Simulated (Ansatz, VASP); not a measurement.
## Sn in VASP and in Ansatz

```
Sn
1.0
     0.00000    2.33929    2.33929
     2.33929    0.00000    2.33929
     2.33929    2.33929    0.00000
Sn
1
Cartesian
  0.0000 0.0000 0.0000
```

Alike in both runs: task relaxation of cell and atoms; functional PBE; k mesh 16 × 16 × 16; occupations gaussian, width 0.1 eV; no spin polarisation.

|  | VASP | Ansatz |
| --- | --- | --- |
| version | VASP 6.6.1 | Ansatz 0.2.0 |
| potentials or method | VASP PAW PBE potentials, release 64 (Sn_d), cutoff 600 eV | scalar-relativistic, plane waves, PAW |
| valence electrons in the cell | 14 | 14 |

Ansatz gave:

| Property | Result |
| --- | --- |
| gap on the k mesh at the Fermi level, each at its own relaxed structure (eV) | none |
| relaxed volume (Å³/atom) | 28.00 |
| relaxed cell length with the largest relative difference (Å) | 3.408 |

Task: What did VASP give for the same quantities?

Result: gap on the k mesh at the Fermi level, each at its own relaxed structure (eV): none; relaxed volume (Å³/atom): 27.97; relaxed cell length with the largest relative difference (Å): 3.407.

A gap of «none» marks a metal or a gap that the smearing closes.
